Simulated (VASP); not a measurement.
Set up this calculation in VASP 6.6.1, as the native input.

```yaml
Task: single point
Functional: PBEsol
Potentials_or_basis: VASP PAW PBE potentials, release 64 (Mg, O)
Cutoff: 520 eV
k_mesh: 12 × 12 × 8
Occupations: gaussian, width 0.01 eV
Spin: no spin polarisation
Dipole_correction: no
Further_INCAR_settings: ALGO = Normal; EDIFF = 1e-07; NBANDS = 11
```

The structure of MgO lies in POSCAR:

```
MgO
1.0
    2.9183011508      0.0000000000      0.0000000000
   -1.4591505754      2.5273229754      0.0000000000
    0.0000000000      0.0000000000      2.6616950286
Mg O
1 1
Direct
    0.0000000000      0.0000000000      0.0000000000
    0.3333333333      0.6666666667      0.5000000000
```

The input as run:

INCAR

```
ALGO = Normal
EDIFF = 1E-7
ENCUT = 520
GGA = PS
ISIF = 2
ISMEAR = 0
LASPH = T
LCHARG = F
LREAL = F
LWAVE = F
NBANDS = 11
NELM = 100
PREC = Accurate
SIGMA = 0.01
```

KPOINTS

```
k-points
0
Gamma
  12 12 8
```

Potentials or basis: VASP PAW PBE potentials, release 64 (Mg, O).

Launch:

```bash
$ cat potpaw_PBE.64/Mg/POTCAR potpaw_PBE.64/O/POTCAR > POTCAR
$ mpirun -np 1 vasp_std > vasp.out
```

Results of the run:

| Quantity | Value |
| --- | --- |
| Pressure | -1.6 GPa |
| Band gap on the k mesh | 3.07 eV, indirect (least direct gap 3.48 eV) |

Caveat: the PAW data sets were made with another functional, which shifts forces and pressure a little.

Wall time 7.9 s on 1 thread of Intel Xeon 6975P-C (shared host), peak memory 0.15 GiB.
